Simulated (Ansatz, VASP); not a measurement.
## Two plane-wave programs on PbS

```
Pb S
1.0
     3.63823    0.00000    0.00000
     0.00000    3.63823    0.00000
     0.00000    0.00000    3.63823
Pb S
1 1
Cartesian
  0.0000 0.0000 0.0000
  1.8191 1.8191 1.8191
```

Alike in both runs: functional PBE; k mesh 4 × 4 × 4; occupations gaussian, width 0.1 eV; no spin polarisation.

Ansatz relaxed the structure, and its values are those at the end. VASP's run is a single point on that final structure, the one shown.

|  | VASP | Ansatz |
| --- | --- | --- |
| version | VASP 6.6.1 | Ansatz 0.2.0 |
| potentials or method | VASP PAW PBE potentials, release 64 (Pb_d, S), cutoff 520 eV | scalar-relativistic, plane waves, PAW |
| valence electrons in the cell | 20 | 20 |

|  | VASP | Ansatz | Ansatz less VASP |
| --- | --- | --- | --- |
| gap on the k mesh at the Fermi level (eV) | none | none | - |
| pressure (GPa) | 0.1 | 0.1 | +0.07 |

A gap of «none» marks a metal or a gap that the smearing closes.

The k mesh is coarse, so the values compare programs but aren't converged. Neither program's run includes spin-orbit coupling.
